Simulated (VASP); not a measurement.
# ZrB2 (Cmmm) in VASP: further runs, part 2 of 2

VASP 6.6.1. The steps go on from the part before.

### Step 3. Single point, PBE (shortest bond scaled by 0.76)

File INCAR:

```
SYSTEM = ZrB2
PREC = Accurate ; ENCUT = 520
EDIFF = 1E-7 ; ISMEAR = -1
SIGMA = 0.05 ; LREAL = .False.
LASPH = .True. ; NELM = 60
ALGO = Normal ; ISIF = 2
LWAVE = .False. ; LCHARG = .False.
GGA = PE ; NBANDS = 16
```

File KPOINTS:

```
Automatic mesh
0
Gamma
  11 11 9
  0 0 0
```

File POSCAR:

```
ZrB2
1.0
    3.1675246616      0.0000000000      0.0000000000
   -1.5837623308      2.7431568240      0.0000000000
    0.0000000000      0.0000000000      3.5523880600
Zr B
1 2
Direct
    0.0000000000      0.0000000000      0.0000000000
    0.2533333333      0.6266666667      0.5000000000
    0.7466666667      0.3733333333      0.5000000000
```

Potentials or basis: VASP PAW PBE potentials, release 64 (Zr_sv, B).

Launch:

```sh
$ cat potpaw_PBE.64/Zr_sv/POTCAR potpaw_PBE.64/B/POTCAR > POTCAR
$ mpirun -np 1 vasp_std > vasp.out
```

OUTCAR:

```text
SYSTEM = ZrB2
   PREC = Accurate
   ENCUT = 520
   EDIFF = 1E-7
   ISMEAR = -1
   LREAL = .False.
   LASPH = .True.
   NELM = 60
   ISIF = 2
   GGA = PE

 ion  position               nearest neighbor table
   1  0.000  0.000  0.000-   2 2.48   3 2.48   2 2.48   3 2.48   2 2.48   2 2.48   3 2.48   3 2.48
                             3 2.71   3 2.71   2 2.71   2 2.71
   2  0.253  0.627  0.500-   3 1.39   3 2.08   3 2.08   1 2.48   1 2.48   1 2.48   1 2.48   1 2.71
                             1 2.71
   3  0.747  0.373  0.500-   2 1.39   2 2.08   2 2.08   1 2.48   1 2.48   1 2.48   1 2.48   1 2.71
                             1 2.71

  LATTYP: Found a hexagonal cell.
 ALAT       =     3.1675246616
 C/A-ratio  =     1.1215028893

  Lattice vectors:

 A1 = (   3.1675246616,   0.0000000000,   0.0000000000)
 A2 = (  -1.5837623308,   2.7431568240,   0.0000000000)
 A3 = (   0.0000000000,   0.0000000000,   3.5523880600)

Analysis of symmetry for initial positions (statically):
=====================================================================
 Subroutine PRICEL returns:
 Original cell was already a primitive cell.

 Routine SETGRP: Setting up the symmetry group for a
 hexagonal supercell.

[... 163 lines left out ...]
  free energy    TOTEN  =       -23.17939400 eV

  energy without entropy =      -23.17810798  energy(sigma->0) =      -23.17875099

 E-fermi :  10.2128     XC(G=0): -12.3748

 val. band max:       10.1814261676   @ k =  -0.0909   0.1818   0.4444
 cond. band min:      10.2516479217   @ k =  -0.2727  -0.4545   0.0000
 fundamental gap:      0.0702217541
 Fermi energy:        10.2127768588

 k-point     1 :       0.0000    0.0000    0.0000
  band No.  band energies     occupation
      1     -38.2631      2.00000
      2     -16.4540      2.00000
      3     -15.9524      2.00000
      4     -15.8433      2.00000
      5      -2.3655      2.00000
      6       6.3270      2.00000
[... 433 lines left out ...]
      3     -16.2689      2.00000
      4     -16.1289      2.00000
      5       1.2075      2.00000
      6       2.2812      2.00000
[... 8 lines left out ...]
     15      17.8299      0.00000
     16      19.9256      0.00000

 [... further k-points ...]
[... 5 lines left out ...]
  --------------------------------------------------------------------------------------
  -------------------------------------------------------------------------------------
  Total        7.8848075      4.1321683     -0.2910369      3.2498808      0.0000000      0.0000000
  in kB      409.2706812    214.4853064    -15.1066301    168.6890829      0.0000000      0.0000000
  external PRESSURE =     202.8831192 kB  Pullay stress =       0.0000000 kB

 VOLUME and BASIS-vectors are now :
 -----------------------------------------------------------------------------
  energy-cutoff  :      520.00
  volume of cell :       30.87
      direct lattice vectors                 reciprocal lattice vectors
     3.167524662  0.000000000  0.000000000     0.315703935  0.182271752  0.000000000
    -1.583762331  2.743156824  0.000000000     0.000000000  0.364543504  0.000000000
     0.000000000  0.000000000  3.552388060     0.000000000  0.000000000  0.281500777

 POSITION                                       TOTAL-FORCE (eV/Angst)
 -----------------------------------------------------------------------------------
      0.00000      0.00000      0.00000        -0.000000      0.000000      0.000000
     -0.19005      1.71904      1.77619         9.382364      5.416910     -0.000000
      1.77381      1.02411      1.77619        -9.382364     -5.416910      0.000000
 -----------------------------------------------------------------------------------
    total drift:                                0.000000      0.000000     -0.000000

  FREE ENERGIE OF THE ION-ELECTRON SYSTEM (eV)
  ---------------------------------------------------
  free  energy   TOTEN  =       -23.1793939978 eV

  energy  without entropy=      -23.1781079812  energy(sigma->0) =      -23.17875099
```

Run time: 37 s. Hardware: 1 thread of AMD EPYC 9R45 (Zen 5), shared host; peak memory 0.18 GiB.

Results:

```yaml
Free_energy: -23.1794 eV
Pressure: 20.3 GPa
Largest_force: 10.834 eV/Å
Band_gap_on_the_k_mesh: zero (band 9 reaches 10.90 eV, above the bottom of band 10 at 9.45 eV)
```

Forces in eV/Å, atoms in the order of the input:
```
Zr   0.000  0.000  0.000
B    9.382  5.417  0.000
B   -9.382 -5.417  0.000
```

Stress tensor (GPa, compression positive):
```
40.93 16.87  0.00
16.87 21.45  0.00
 0.00  0.00 -1.51
```

Caveat: the cell differs from its parent crystal (shortest bond scaled by 0.76); forces of over 1 eV/Å act on the atoms, so gaps and moduli don't describe the material at rest.

### Step 4. Single point, PBE (shortest bond scaled by 0.64)

File INCAR:

```
SYSTEM = ZrB2
  ALGO = Normal
  EDIFF = 1E-6
  ENCUT = 520
  GGA = PE
  ISIF = 2
  ISMEAR = -1
  LASPH = .True.
  LCHARG = .False.
  LREAL = .False.
  LWAVE = .False.
  NBANDS = 16
  NELM = 100
  PREC = Accurate
  SIGMA = 0.05
```

File KPOINTS:

```
k-points
0
Gamma
  11 11 9
  0 0 0
```

File POSCAR:

```
ZrB2
1.0
    3.1675246616      0.0000000000      0.0000000000
   -1.5837623308      2.7431568240      0.0000000000
    0.0000000000      0.0000000000      3.5523880600
Zr B
1 2
Direct
    0.0000000000      0.0000000000      0.0000000000
    0.2133333333      0.6066666667      0.5000000000
    0.7866666667      0.3933333333      0.5000000000
```

Launch:

```sh
$ cat potpaw_PBE.64/Zr_sv/POTCAR potpaw_PBE.64/B/POTCAR > POTCAR
$ mpirun -np 1 vasp_std > vasp.out
```

Wall time 36 s (1 thread of AMD EPYC 9R45 (Zen 5), shared host); peak memory 0.18 GiB.

The run converged. Its results:

* Free energy: -19.0958 eV
* Pressure: 56.1 GPa
* Largest force: 29.243 eV/Å
* Band gap on the k mesh: zero (band 9 reaches 10.42 eV, above the bottom of band 10 at 8.61 eV)

Forces in eV/Å, atoms in the order of the input:
```
Zr    0.000   0.000   0.000
B    25.325  14.621   0.000
B   -25.325 -14.621   0.000
```

Stress tensor (GPa, compression positive):
```
119.24  59.18   0.00
 59.18  50.91   0.00
  0.00   0.00  -1.86
```

Levels at points of the mesh, in eV from the Fermi level:
```csv
k point,band 6,band 7,band 8,band 9,band 10,band 11,band 12,band 13
"(0.00, 0.00, 0.00)",-4.08,-2.91,-2.24,-0.22,0.38,3.09,3.13,3.80
```

Caveat: the cell differs from its parent crystal (shortest bond scaled by 0.64); forces of over 1 eV/Å act on the atoms, so gaps and moduli don't describe the material at rest.

### Step 5. Single point, PBE (shortest bond scaled by 0.58)

File INCAR:

```
PREC = Accurate
ENCUT = 520
EDIFF = 1E-6
ISMEAR = -1
SIGMA = 0.05
LREAL = F
LASPH = T
NELM = 60
ALGO = Normal
ISIF = 2
LWAVE = F
LCHARG = F
GGA = PE
NBANDS = 16
```

File KPOINTS:

```
regular mesh
0
Gamma
  11 11 9
```

File POSCAR:

```
ZrB2
1.0
    3.1675246616      0.0000000000      0.0000000000
   -1.5837623308      2.7431568240      0.0000000000
    0.0000000000      0.0000000000      3.5523880600
Zr B
1 2
Direct
    0.0000000000      0.0000000000      0.0000000000
    0.1933333333      0.5966666667      0.5000000000
    0.8066666667      0.4033333333      0.5000000000
```

Launch:

```sh
$ cat potpaw_PBE.64/Zr_sv/POTCAR potpaw_PBE.64/B/POTCAR > POTCAR
$ mpirun -np 1 vasp_std > vasp.out
```

Wall time 36 s (1 thread of AMD EPYC 9R45 (Zen 5), shared host); peak memory 0.18 GiB.

Results (log left out):

* Free energy: -14.9681 eV
* Pressure: 85.3 GPa
* Largest force: 47.329 eV/Å
* Band gap on the k mesh: zero (band 9 reaches 10.40 eV, above the bottom of band 10 at 8.50 eV)

Forces on the atoms (eV/Å):
```
Zr    0.000   0.000   0.000
B    40.988  23.665   0.000
B   -40.988 -23.665   0.000
```

Stress tensor (GPa, compression positive):
```
185.44  96.70   0.00
 96.70  73.78   0.00
  0.00   0.00  -3.40
```

Levels at points of the mesh, in eV from the Fermi level:
| k point | band 5 | band 6 | band 7 | band 8 | band 9 | band 10 | band 11 | band 12 | band 13 | band 14 |
| --- | --- | --- | --- | --- | --- | --- | --- | --- | --- | --- |
| (0.00, 0.00, 0.00) | -12.14 | -3.92 | -3.23 | -2.19 | -0.43 | 0.02 | 3.02 | 3.08 | 3.83 | 4.00 |

Caveat: the cell differs from its parent crystal (shortest bond scaled by 0.58); forces of over 1 eV/Å act on the atoms, so gaps and moduli don't describe the material at rest.
